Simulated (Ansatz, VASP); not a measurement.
Two plane-wave programs on BaC2

```
Ba C
1.0
     2.53693    1.46469    2.64904
    -2.53693    1.46469    2.64904
     0.00000   -2.92939    2.64904
Ba C
1 2
Direct
  0.00000 0.00000 0.00000
  0.58494 0.58494 0.58494
  0.41506 0.41506 0.41506
```

Alike in both runs: task single point; functional LDA; k mesh 9 × 9 × 9; occupations gaussian, width 0.05 eV; no spin polarisation.

|  | VASP | Ansatz |
| --- | --- | --- |
| version | VASP 6.6.1 | Ansatz 0.2.0 |
| potentials or method | VASP PAW LDA potentials, release 64 (Ba_sv, C), cutoff 520 eV | scalar-relativistic, plane waves, PAW |
| valence electrons in the cell | 18 | 18 |

|  | VASP | Ansatz | Ansatz less VASP |
| --- | --- | --- | --- |
| gap on the k mesh at the Fermi level (eV) | 1.25 | 1.35 | +0.094 |
| least direct gap on the mesh (eV) | 1.82 | 1.88 | +0.068 |
| pressure (GPa) | -9.6 | -10.6 | -1.00 |
| traceless stress, the component that is largest in VASP (GPa) | -14.29 | -14.10 | +0.186 |
| rms of the force components (eV/Å) | 2.324 | 2.346 | +0.0224 |

LDA's correlation is that of Perdew and Zunger in VASP and of Perdew and Wang (1992) in Ansatz. Atom by atom the forces differ by 0.022 eV/Å (rms over components).

Neither program's run includes spin-orbit coupling.
